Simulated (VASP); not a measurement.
A run of VASP 6.6.1:

POSCAR

```
ZnS
1.0
    0.0000000000      2.6401623500      2.6401623500
    2.6401623500      0.0000000000      2.6401623500
    2.6401623500      2.6401623500      0.0000000000
Zn S
1 1
Direct
    0.2500000000      0.2500000000      0.2500000000
    0.0000000000      0.0000000000      0.0000000000
```

File INCAR.step1:

```
PREC = Accurate
ENCUT = 520
ISMEAR = -1
SIGMA = 0.02
LREAL = F
LASPH = T
NELM = 60
GGA = PE
ALGO = Normal
EDIFF = 1E-4
LWAVE = T
LCHARG = F
```

INCAR.step2

```
PREC = Accurate
ENCUT = 520
EDIFF = 1E-6
ISMEAR = -1
SIGMA = 0.02
LREAL = F
LASPH = T
NELM = 60
ALGO = Normal
ISIF = 2
LWAVE = F
LCHARG = F
METAGGA = R2SCAN
LMIXTAU = T
IBRION = 2
NSW = 50
EDIFFG = -0.01
ISTART = 1
```

File KPOINTS:

```
Automatic mesh
0
Gamma
  10 10 10
```

Potentials or basis: VASP PAW PBE potentials, release 64 (Zn, S).

Command:

```sh
$ cat potpaw_PBE.64/Zn/POTCAR potpaw_PBE.64/S/POTCAR > POTCAR
$ cp INCAR.step1 INCAR
$ mpirun -np 1 vasp_std > vasp.out
$ cp INCAR.step2 INCAR
$ mpirun -np 1 vasp_std > vasp.out
```

Hardware: 1 thread of Intel(R) Xeon(R) 6975P-C (Granite Rapids) (shared host).

Task: Estimate the wall time of this run.

Result: Wall time 40 s on 1 thread of Intel(R) Xeon(R) 6975P-C (Granite Rapids), on a shared host, peak memory 0.17 GiB. Counts: k points 47, ion steps 1.
